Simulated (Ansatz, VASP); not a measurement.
## One calculation of Ag, two programs

File INCAR:

```
SYSTEM = Ag
PREC = Accurate
ENCUT = 520
EDIFF = 1E-6
ISMEAR = -1
SIGMA = 0.1
LREAL = .FALSE.
LASPH = .TRUE.
NELM = 60
ALGO = Normal
ISIF = 2
LWAVE = .FALSE.
LCHARG = .FALSE.
NBANDS = 12
```

The input KPOINTS:

```
regular mesh
0
G
  13 13 13
  0 0 0
```

Contents of POSCAR:

```
Ag
1.0
    2.7158687121      0.0000000000      0.0000000000
    0.0000000000      2.7158687121      0.0000000000
    0.0000000000      0.0000000000      2.7158687121
Ag
1
Direct
    0.0000000000      0.0000000000      0.0000000000
```

Input for Ansatz:

```yaml
crystal:
  lattice:
    - [2.7158687121, 0.0, 0.0]
    - [0.0, 2.7158687121, 0.0]
    - [0.0, 0.0, 2.7158687121]
  atoms:
    - { symbol: Ag, position: [0.0, 0.0, 0.0] }
hamiltonian:
  xc: lda
  pseudopotentials:
    kind: paw
    azcp:
      Ag: "pseudopotentials/Ag.paw.azcp"
basis:
  ecutwfc: 420
  fft_grid_basis: typed
kpoints:
  mp_grid: { grid: [13, 13, 13], shift: [0, 0, 0] }
magnetization:
  spin_polarized: false
scf:
  occupations: { method: fermi_dirac, width: 0.1 }
  lower_state_search: "off"
output:
  stress: true
```

Alike in both runs: task single point; functional LDA; k mesh 13 × 13 × 13; occupations fermi-dirac, width 0.1 eV; no spin polarisation.

|  | VASP | Ansatz |
| --- | --- | --- |
| version | VASP 6.6.1 | Ansatz 0.2.0 |
| potentials or method | VASP PAW LDA potentials, release 64 (Ag), cutoff 520 eV | plane waves (420 eV) with PAW, scalar-relativistic |
| valence electrons in the cell | 11 | 19 |

|  | VASP | Ansatz | Ansatz less VASP |
| --- | --- | --- | --- |
| pressure (GPa) | -6.4 | -6.5 | -0.11 |

Ansatz warns that its potentials were made for another functional, while VASP's fit it. LDA's correlation is that of Perdew and Zunger in VASP and of Perdew and Wang (1992) in Ansatz. VASP's potentials hold 11 valence electrons a cell and Ansatz's 19, so a difference there can come from the potentials and not from the codes.
